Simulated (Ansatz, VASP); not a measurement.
**GaAs in VASP and in Ansatz**

```
Ga As
1.0
     0.00000    2.82905    2.82905
     2.82905    0.00000    2.82905
     2.82905    2.82905    0.00000
Ga As
1 1
Direct
  0.00000 0.00000 0.00000
  0.75000 0.75000 0.75000
```

Alike in both runs: task single point; functional PBEsol; k mesh 8 × 8 × 8; no spin polarisation.

|  | VASP | Ansatz |
| --- | --- | --- |
| version | VASP 6.6.1 | Ansatz 0.2.0 |
| potentials or method | VASP PAW PBE potentials, release 64 (Ga_d, As) | PAW with Ansatz's default frozen-core files, scalar-relativistic |
| plane-wave cutoff (eV) | 520 | 420 |
| occupations | gaussian, width 0.01 eV | fixed |
| valence electrons in the cell | 18 | 28 |

Ansatz gave:

| Item | Value |
| --- | --- |
| gap on the k mesh at the Fermi level (eV) | 0.42 |
| pressure (GPa) | 0.0 |

Q: Estimate VASP's values.

A: gap on the k mesh at the Fermi level (eV): 0.44; pressure (GPa): 0.2.

VASP's potentials were made for PBE, not for PBEsol. VASP's potentials hold 18 valence electrons a cell and Ansatz's 28, so a difference there can come from the potentials and not from the codes.
